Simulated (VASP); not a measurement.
Set up this calculation in VASP 6.6.1, as the native input.

```
Task                   : single point
Functional             : LDA
Potentials or basis    : VASP PAW LDA potentials, release 64 (Ir)
Cutoff                 : 520 eV
k mesh                 : 19 × 19 × 19
Occupations            : fermi-dirac, width 0.08 eV
Spin                   : no spin polarisation
Dipole correction      : no
Further INCAR settings : ALGO = Normal; EDIFF = 1e-06; NBANDS = 10
```

The structure of Ir lies in POSCAR:

```
Ir
1.0
    0.0000000000      1.6424861440      1.6424861440
    1.6424861440      0.0000000000      1.6424861440
    1.6424861440      1.6424861440      0.0000000000
Ir
1
Direct
    0.0000000000      0.0000000000      0.0000000000
```

This cell differs from its parent crystal: volume scaled by 0.64.

The input as run:

INCAR

```
PREC = Accurate ; ENCUT = 520
EDIFF = 1E-6 ; ISMEAR = -1
SIGMA = 0.08 ; LREAL = False
LASPH = True ; NELM = 80
ALGO = Normal ; ISIF = 2
LWAVE = False ; LCHARG = False
NBANDS = 10
```

KPOINTS

```
Automatic mesh
0
Gamma
  19 19 19
```

Potentials or basis: VASP PAW LDA potentials, release 64 (Ir).

Run with:

```bash
$ cat potpaw_LDA.64/Ir/POTCAR > POTCAR
$ mpirun -np 1 vasp_std > vasp.out
```

It gave:

```
Pressure : 543.8 GPa
```

Wall time 8.9 s on 1 thread of Intel(R) Xeon(R) 6975P-C (Granite Rapids), with other jobs on the host, peak memory 0.13 GiB.
